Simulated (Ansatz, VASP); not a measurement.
**One calculation of SiGe2N2, two programs**

```
Si Ge N
1.0
    -2.08153    2.08153    4.37145
     2.08153   -2.08153    4.37145
     2.08153    2.08153   -4.37145
Si Ge N
1 2 2
Cartesian
  0.0000 0.0000 0.0000
  2.0815 0.0000 2.1857
  0.0000 2.0815 2.1857
  0.0000 0.0000 6.4733
  0.0000 0.0000 2.2696
```

Alike in both runs: functional PBE; k mesh 6 × 6 × 6; occupations gaussian, width 0.1 eV; no spin polarisation.

Ansatz relaxed the structure, and its values are those at the end. VASP's run is a single point on that final structure, the one shown.

|  | VASP | Ansatz |
| --- | --- | --- |
| version | VASP 6.6.1 | Ansatz 0.2.0 |
| potentials or method | VASP PAW PBE potentials, release 64 (Si, Ge_d, N), cutoff 520 eV | scalar-relativistic, plane waves, PAW |
| valence electrons in the cell | 42 | 42 |

```tsv
	VASP	Ansatz	Ansatz less VASP
gap on the k mesh at the Fermi level (eV)	none	none	-
pressure (GPa)	0.0	0.0	-0.01
```

A gap of «none» marks a metal or a gap that the smearing closes.
